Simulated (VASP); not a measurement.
# Cl: single point with PBE

The system is Cl.

```
Cl
1.0
     2.19014   -4.61934    0.00000
     6.57043    4.61934    0.00000
     0.00000    0.00000    8.66711
Cl
8
Direct
  0.41344 0.19552 0.00000
  0.41344 0.19552 0.50000
  0.91344 0.69552 0.00000
  0.91344 0.69552 0.50000
  0.08656 0.30448 0.00000
  0.08656 0.30448 0.50000
  0.58656 0.80448 0.00000
  0.58656 0.80448 0.50000
```

```json
{"Program": "VASP 6.6.1", "Task": "single point", "Functional": "PBE", "Potentials or basis": "VASP PAW PBE potentials, release 64 (Cl)", "Cutoff": "520 eV", "k mesh": "4 × 2 × 2", "Occupations": "gaussian, width 0.1 eV", "Spin": "no spin polarisation"}
```

```
Pressure               : -0.2 GPa
Largest force          : 0.188 eV/Å
Band gap on the k mesh : 1.85 eV
```

Forces on the atoms (eV/Å):
```
Cl  -0.001  0.188  0.000
Cl  -0.001  0.188  0.000
Cl  -0.001  0.188  0.000
Cl  -0.001  0.188  0.000
Cl   0.001 -0.188  0.000
Cl   0.001 -0.188  0.000
Cl   0.001 -0.188  0.000
Cl   0.001 -0.188  0.000
```

Stress tensor (GPa, compression positive):
```
-0.03 -0.01  0.00
-0.01 -0.69  0.00
 0.00  0.00 -0.02
```

Levels at points of the mesh, in eV from the valence-band top:
| k point | band 25 | band 26 | band 27 | band 28 | band 29 | band 30 | band 31 | band 32 |
| --- | --- | --- | --- | --- | --- | --- | --- | --- |
| (0.00, 0.00, 0.00) | -0.61 | -0.44 | -0.32 | -0.16 | 2.49 | 2.54 | 3.07 | 3.10 |
| (0.50, 0.00, 0.00) | -0.41 | -0.41 | -0.36 | -0.36 | 2.23 | 2.23 | 2.30 | 2.30 |
| (0.00, 0.50, 0.00) | -0.54 | -0.54 | -0.24 | -0.24 | 2.83 | 2.83 | 2.87 | 2.87 |
| (0.50, 0.50, 0.00) | -0.53 | -0.32 | -0.02 | 0.00 | 1.85 | 1.94 | 2.49 | 2.54 |
| (0.00, 0.00, 0.50) | -0.49 | -0.49 | -0.30 | -0.30 | 2.52 | 2.52 | 3.08 | 3.08 |
| (0.50, 0.00, 0.50) | -0.39 | -0.39 | -0.39 | -0.39 | 2.27 | 2.27 | 2.27 | 2.27 |
| (0.00, 0.50, 0.50) | -0.39 | -0.39 | -0.39 | -0.39 | 2.85 | 2.85 | 2.85 | 2.85 |
| (0.50, 0.50, 0.50) | -0.49 | -0.49 | -0.01 | -0.01 | 1.90 | 1.90 | 2.52 | 2.52 |

It took 2.2 min on 1 thread of Intel(R) Xeon(R) Platinum 8124M CPU @ 3.00GHz (Skylake/Cascade Lake) (shared host), peak memory 0.43 GiB.

Caveat: this functional lacks dispersion, which holds the molecules together, so the pressure and a relaxed volume are unreliable; this functional lacks dispersion, which binds layers or chains, so the pressure and a relaxed spacing across them are unreliable. A k mesh can miss the band edges.
